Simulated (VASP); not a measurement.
LiOsRu3: single point with PBE

The system is LiOsRu3.

```
Li Ru Os
1.0
     3.88539    0.00000    0.00000
     0.00000    3.88539    0.00000
     0.00000    0.00000    5.54620
Li Ru Os
1 3 1
Direct
  0.00000 0.00000 0.91167
  0.50000 0.50000 0.08313
  0.00000 0.50000 0.39532
  0.50000 0.00000 0.39532
  0.50000 0.50000 0.67456
```

```yaml
Program: VASP 6.6.1
Task: single point
Functional: PBE
Potentials_or_basis: VASP PAW PBE potentials, release 64 (Li_sv, Ru_sv, Os_sv_GW)
Cutoff: 880 eV
k_mesh: 10 × 10 × 8
Occupations: gaussian, width 0.1 eV
Spin: no spin polarisation
Dipole_correction: no
Further_INCAR_settings: ALGO = Normal; EDIFF = 1e-06; NBANDS = 42
```

```
Pressure               : 0.0 GPa
Largest force          : 0.065 eV/Å
Band gap on the k mesh : zero (an odd number of electrons rules out a gap without spin polarisation)
```

Forces on the atoms (eV/Å):
```
Li   0.000  0.000 -0.001
Ru   0.000  0.000  0.065
Ru   0.000  0.000 -0.014
Ru   0.000  0.000 -0.014
Os   0.000  0.000 -0.037
```

Stress tensor (GPa, compression positive):
```
-0.07  0.00  0.00
 0.00 -0.07  0.00
 0.00  0.00  0.12
```

Levels at points of the mesh, in eV from the Fermi level:
```csv
k point,band 30,band 31,band 32,band 33,band 34,band 35,band 36,band 37,band 38,band 39
"(0.00, 0.00, 0.00)",-0.80,-0.77,-0.77,-0.58,0.29,1.56,1.64,1.92,2.90,2.90
"(0.50, 0.00, 0.00)",-1.29,-1.20,-0.97,-0.63,-0.53,-0.05,0.59,0.67,1.15,2.72
"(0.50, 0.50, 0.00)",-0.76,-0.76,-0.33,0.00,0.00,0.08,0.60,1.08,2.43,2.80
"(0.00, 0.00, 0.50)",-1.42,-0.90,-0.90,0.12,0.17,0.17,0.29,1.92,1.96,2.29
"(0.50, 0.00, 0.50)",-2.51,-1.79,-0.72,-0.09,-0.05,0.22,0.37,0.94,1.42,1.58
"(0.50, 0.50, 0.50)",-1.34,-1.34,-0.57,-0.14,0.08,0.72,0.92,0.92,2.00,2.16
```

Wall time 9 min on 1 thread of Intel(R) Xeon(R) Platinum 8488C (Sapphire Rapids) (shared host), peak memory 0.81 GiB.

Caveat: spin-orbit coupling is left out, which moves the levels of the heavy elements.
